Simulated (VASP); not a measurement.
Input of a VASP 6.6.1 run:

File INCAR:

```
ALGO = Normal
EDIFF = 1E-6
ENCUT = 520
GGA = PE
ISIF = 2
ISMEAR = 0
LASPH = True
LCHARG = False
LREAL = False
LWAVE = False
NBANDS = 44
NELM = 60
PREC = Accurate
SIGMA = 0.05
```

File KPOINTS:

```
k-points
0
Gamma
  4 4 4
```

File POSCAR:

```
CO2
1.0
    5.9758199981      0.0000000000      0.0000000000
    0.0000000000      5.9758199981      0.0000000000
    0.0000000000      0.0000000000      6.4240064980
C O
4 8
Direct
    0.0000000000      0.0000000000      0.0000000000
    0.5000000000      0.0000000000      0.5000000000
    0.5000000000      0.5000000000      0.0000000000
    0.0000000000      0.5000000000      0.5000000000
    0.1114834447      0.1114834447      0.1114834447
    0.3885165553      0.8885165553      0.6114834447
    0.6114834447      0.3885165553      0.8885165553
    0.8885165553      0.6114834447      0.3885165553
    0.8885165553      0.8885165553      0.8885165553
    0.6114834447      0.1114834447      0.3885165553
    0.3885165553      0.6114834447      0.1114834447
    0.1114834447      0.3885165553      0.6114834447
```

Potentials or basis: VASP PAW PBE potentials, release 64 (C, O).

Command:

```console
$ cat potpaw_PBE.64/C/POTCAR potpaw_PBE.64/O/POTCAR > POTCAR
$ mpirun -np 1 vasp_std > vasp.out
```

Q: Estimate the largest force.

A: 0.753 eV/Å.

Q: Estimate the pressure.

A: -1.9 GPa.

Forces on the atoms (eV/Å):
```
C    0.000  0.000  0.000
C    0.000  0.000  0.000
C    0.000  0.000  0.000
C    0.000  0.000  0.000
O   -0.424 -0.416 -0.463
O    0.424  0.416 -0.463
O   -0.424  0.416  0.463
O    0.424 -0.416  0.463
O    0.424  0.416  0.463
O   -0.424 -0.416  0.463
O    0.424 -0.416 -0.463
O   -0.424  0.416 -0.463
```
